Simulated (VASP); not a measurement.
Wanted: the native input for a VASP 6.6.1 run.

* Task: single point
* Functional: PBE
* Potentials or basis: VASP PAW PBE potentials, release 64 (Ge_d, Ga_d)
* Cutoff: 520 eV
* k mesh: 8 × 8 × 8
* Occupations: fermi-dirac, width 0.05 eV
* Spin: no spin polarisation
* Dipole correction: no
* Further INCAR settings: ALGO = Normal; EDIFF = 1e-06; NBANDS = 20

The structure of GaGe lies in POSCAR:

```
GaGe
1.0
    0.0000000000      2.8978440000      2.8978440000
    2.8978440000      0.0000000000      2.8978440000
    2.8978440000      2.8978440000      0.0000000000
Ge Ga
1 1
Direct
    0.0000000000      0.0000000000      0.0000000000
    0.2500000000      0.2500000000      0.2500000000
```

These files were run (other wordings do the same):

INCAR

```
ALGO = Normal ; EDIFF = 1E-6
ENCUT = 520 ; GGA = PE
ISIF = 2 ; ISMEAR = -1
LASPH = True ; LCHARG = False
LREAL = False ; LWAVE = False
NBANDS = 20 ; NELM = 60
PREC = Accurate ; SIGMA = 0.05
```

KPOINTS

```
k-points
0
Gamma
  8 8 8
```

Potentials or basis: VASP PAW PBE potentials, release 64 (Ge_d, Ga_d).

Command:

```console
$ cat potpaw_PBE.64/Ge_d/POTCAR potpaw_PBE.64/Ga_d/POTCAR > POTCAR
$ mpirun -np 1 vasp_std > vasp.out
```

It gave:

```yaml
Pressure: 0.3 GPa
```

Run time: 12 s on 1 thread of Intel(R) Xeon(R) Platinum 8559C (Emerald Rapids) (shared host), peak memory 0.18 GiB.
